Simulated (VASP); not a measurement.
A run of VASP 6.6.1:

POSCAR

```
MgS
1.0
    0.0000000000      2.6015179362      2.6015179362
    2.6015179362      0.0000000000      2.6015179362
    2.6015179362      2.6015179362      0.0000000000
Mg S
1 1
Direct
    0.0000000000      0.0000000000      0.0000000000
    0.5000000000      0.5000000000      0.5000000000
```

File INCAR.step1:

```
PREC = Accurate
ENCUT = 500
EDIFF = 1E-8
ISMEAR = 0
SIGMA = 0.01
LREAL = False
LASPH = True
NELM = 100
ALGO = Normal
LWAVE = True
LCHARG = False
METAGGA = R2SCAN
LMIXTAU = True
```

Contents of INCAR.step2:

```
PREC = Accurate
ENCUT = 500
EDIFF = 1E-8
ISMEAR = 0
SIGMA = 0.01
LREAL = False
LASPH = True
NELM = 1
ALGO = Exact
LWAVE = True
LCHARG = False
METAGGA = R2SCAN
LMIXTAU = True
NBANDS = 136
LOPTICS = True
ISTART = 1
```

INCAR.step3

```
PREC = Accurate
ENCUT = 500
EDIFF = 1E-8
ISMEAR = 0
SIGMA = 0.01
LREAL = False
LASPH = True
ALGO = EVGW0
LWAVE = False
LCHARG = False
METAGGA = R2SCAN
LMIXTAU = True
NELMGW = 1
NBANDS = 136
ENCUTGW = 140.0
NOMEGA = 96
PRECFOCK = Fast
ISTART = 1
NBANDSGW = 12
OMEGAMAX = 20
```

KPOINTS

```
regular mesh
0
Gamma
  4 4 4
```

Potentials or basis: VASP PAW PBE potentials, release 64 (Mg_GW, S_GW).

The run is started by

```console
$ cat potpaw_PBE.64/Mg_GW/POTCAR potpaw_PBE.64/S_GW/POTCAR > POTCAR
$ cp INCAR.step1 INCAR
$ mpirun -np 1 vasp_std > vasp.out
$ cp INCAR.step2 INCAR
$ mpirun -np 1 vasp_std > vasp.out
$ cp INCAR.step3 INCAR
$ mpirun -np 1 vasp_std > vasp.out
```

Hardware: 1 thread of Intel(R) Xeon(R) Platinum 8488C (Sapphire Rapids), on a shared host.

**Question.** Estimate the wall time of this run.

**Answer.** Wall time 120 s on 1 thread of Intel(R) Xeon(R) Platinum 8488C (Sapphire Rapids) (shared host), peak memory 0.33 GiB. Counts: k points 8.
